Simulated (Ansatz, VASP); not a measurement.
**In in VASP and in Ansatz**

File INCAR:

```
PREC = Accurate
ENCUT = 520
EDIFF = 1E-6
ISMEAR = -1
SIGMA = 0.08
LREAL = F
LASPH = T
NELM = 100
ALGO = Normal
ISIF = 2
LWAVE = F
LCHARG = T
GGA = PS
LELF = T
LVHAR = T
NBANDS = 20
```

KPOINTS

```
Automatic mesh
0
Gamma
  10 10 10
```

File POSCAR:

```
In
1.0
    0.0000000000      3.0976702786      3.0976702786
    3.0976702786      0.0000000000      3.0976702786
    3.0976702786      3.0976702786      0.0000000000
In
2
Direct
   -0.1250000000     -0.1250000000     -0.1250000000
    0.1250000000      0.1250000000      0.1250000000
```

Input for Ansatz:

```yaml
crystal:
  lattice:
    - [0.0, 3.0976702786, 3.0976702786]
    - [3.0976702786, 0.0, 3.0976702786]
    - [3.0976702786, 3.0976702786, 0.0]
  atoms:
    - { symbol: In, position: [-0.125, -0.125, -0.125] }
    - { symbol: In, position: [0.125, 0.125, 0.125] }
kpoints:
  mp_grid: { grid: [10, 10, 10] }
scf:
  occupations: { method: fermi_dirac, width: 0.08 }
hamiltonian:
  xc: pbesol
  pseudopotentials: { kind: all_electron, lapw: { basis_error: 0.001 } }
output:
  forces: true
  stress: true
  eigenvalues: true
  populations: true
```

Change from the starting cell: volume scaled by 0.84, LAPW.

Alike in both runs: task single point; functional PBEsol; k mesh 10 × 10 × 10; occupations fermi-dirac, width 0.08 eV; no spin polarisation.

```csv
,VASP,Ansatz
version,VASP 6.6.1,Ansatz 0.2.0
potentials or method,"VASP PAW PBE potentials, release 64 (In_d), cutoff 520 eV","all-electron LAPW, scalar-relativistic"
```

|  | VASP | Ansatz | Ansatz less VASP |
| --- | --- | --- | --- |
| pressure (GPa) | 7.5 | 7.5 | 0.00 |

VASP's potentials were made for PBE, not for PBEsol. Ansatz ran all-electron here, and VASP with PAW potentials.
